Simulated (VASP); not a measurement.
Crystal: BaS.

```
CELL_PARAMETERS angstrom
0.00000 3.48386 3.48386
3.48386 0.00000 3.48386
3.48386 3.48386 0.00000
ATOMIC_POSITIONS crystal
Ba 0.00000 0.00000 0.00000
S 0.25000 0.25000 0.25000
```

This cell differs from its parent crystal: volume changed by -3%.

Base run:

* Program: VASP 6.6.1
* Functional: PBE
* Potentials or basis: VASP PAW PBE potentials, release 64 (Ba_sv, S)
* Cutoff: 520 eV
* k mesh: 6 × 6 × 6
* Occupations: gaussian, width 0.01 eV
* Spin: no spin polarisation

Its results: band gap on the k mesh 2.81 eV, indirect (least direct gap 3.42 eV); pressure 1.3 GPa.

Task: The run is repeated on the same cell with these changes: functional from PBE to r2SCAN. What comes out?

Result: Band gap on the k mesh 3.13 eV, indirect (least direct gap 3.69 eV); pressure 1.4 GPa.

r2SCAN gives the wider gap, since meta-GGAs in the generalised Kohn-Sham scheme recover part of the derivative discontinuity.

Caveats: spin-orbit coupling is left out, which moves the levels of the heavy elements; the PAW data sets were made with another functional, which shifts forces and pressure a little (some runs).

A k mesh can miss the band edges.
